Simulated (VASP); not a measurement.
The system is MnHg.

```
CELL_PARAMETERS angstrom
3.28151 0.00000 0.00000
0.00000 3.28151 0.00000
0.00000 0.00000 3.28151
ATOMIC_POSITIONS crystal
Mn 0.50000 0.50000 0.50000
Hg 0.00000 0.00000 0.00000
```

```yaml
Program: VASP 6.6.1
Task: relaxation of cell and atoms
Functional: PBE
Potentials_or_basis: VASP PAW PBE potentials, release 64 (Mn_pv, Hg)
Cutoff: 600 eV
k_mesh: 10 × 10 × 10
Occupations: fermi-dirac, width 0.05 eV
Spin: collinear spin, ferromagnetic start
Starting_moments: "[4.0, 0.0] μB"
```

At the start: pressure 3.3 GPa; volume 17.67 Å³/atom.

Question: How do energy, volume and symmetry change on relaxing?

Answer: Over 4 steps the energy falls by 7.7 meV/atom and the volume is 18.45 Å³/atom (+4.4 %); space group Pm-3m (No. 221, to 0.1 Å) before and after; moment 3.94 μB per cell.

Step by step:
```
step  energy change (eV)  largest force (eV/Å)  pressure (GPa)  volume (Å³)
   1              0.0000                0.0000            3.34        35.34
   2             -0.0146                0.0000           -0.72        37.26
   3             -0.0154                0.0000            0.05        36.87
   4             -0.0154                0.0000           -0.01        36.90
```

Final structure:
```
CELL_PARAMETERS angstrom
3.32934 0.00000 0.00000
0.00000 3.32934 0.00000
0.00000 0.00000 3.32934
ATOMIC_POSITIONS crystal
Mn 0.50000 0.50000 0.50000
Hg 0.00000 0.00000 0.00000
```
